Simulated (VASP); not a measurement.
Here is a VASP 6.6.1 calculation.

The input INCAR:

```
SYSTEM = Ge
ALGO = Normal ; DIPOL = 0.5 0.5 0.377
EDIFF = 1E-6 ; ENCUT = 520
GGA = PE ; IDIPOL = 3
ISIF = 2 ; ISMEAR = 0
IVDW = 12 ; LASPH = .TRUE.
LCHARG = .FALSE. ; LDIPOL = .TRUE.
LREAL = .FALSE. ; LWAVE = .FALSE.
NBANDS = 36 ; NELM = 80
PREC = Accurate ; SIGMA = 0.1
```

The input KPOINTS:

```
k-points
0
G
  9 9 1
  0 0 0
```

POSCAR

```
Ge
1.0
    4.0226895311      0.0000000000      0.0000000000
   -2.0113447656      3.4837513255      0.0000000000
    0.0000000000      0.0000000000     18.8685220517
Ge
4
Direct
    0.3333333333      0.6666666667      0.2747571332
    0.6666666667      0.3333333333      0.2384924472
    0.6666666667      0.7777777778      0.5150653573
    0.3333333333      1.1111111111      0.4788006714
```

Potentials or basis: VASP PAW PBE potentials, release 64 (Ge_d).

Run with:

```bash
$ cat potpaw_PBE.64/Ge_d/POTCAR > POTCAR
$ mpirun -np 1 vasp_std > vasp.out
```

Task: What does it give for the band gap on the k mesh?

Result: 0.25 eV.

Task: What does it give for the largest force?

Result: 0.172 eV/Å.

Task: Predict the dispersion energy per atom.

Result: -0.201 eV.

Forces in eV/Å, atoms in the order of the input:
```
Ge  -0.002  0.002  0.172
Ge   0.001 -0.001  0.020
Ge   0.000  0.002 -0.020
Ge   0.001 -0.003 -0.172
```

Caveat: the cell differs from its parent crystal (layers slid over each other).
